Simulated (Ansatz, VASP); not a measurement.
# Two plane-wave programs on AsSe3

```xyz
8
Lattice="0.0000 5.0893 5.0893 5.0893 0.0000 5.0893 5.0893 5.0893 0.0000" Properties=species:S:1:pos:R:3 pbc="T T T"
As    0.0000    0.0000    0.0000
As    5.0893    5.0893    5.0893
Se    2.5447    5.0893    5.0893
Se    5.0893    2.5447    5.0893
Se    7.6340    5.0893    5.0893
Se    5.0893    7.6340    5.0893
Se    5.0893    5.0893    2.5447
Se    5.0893    5.0893    7.6340
```

Change from the starting cell: species swapped into the SnF3 type (Fm-3m, No. 225).

Alike in both runs: functional PBE; k mesh 4 × 4 × 4; occupations gaussian, width 0.1 eV; no spin polarisation.

Ansatz relaxed the structure, and its values are those at the end. VASP's run is a single point on that final structure, the one shown.

|  | VASP | Ansatz |
| --- | --- | --- |
| version | VASP 6.6.1 | Ansatz 0.2.0 |
| potentials or method | VASP PAW PBE potentials, release 64 (As, Se), cutoff 520 eV | scalar-relativistic, plane waves, PAW |
| valence electrons in the cell | 46 | 126 |

|  | VASP | Ansatz | Ansatz less VASP |
| --- | --- | --- | --- |
| gap on the k mesh at the Fermi level (eV) | none | none | - |
| pressure (GPa) | 0.1 | 0.0 | -0.05 |

A gap of «none» marks a metal or a gap that the smearing closes. The functional is the same, so the differences come from potentials, cutoffs and numerics. VASP's potentials hold 46 valence electrons a cell and Ansatz's 126, so a difference there can come from the potentials and not from the codes.
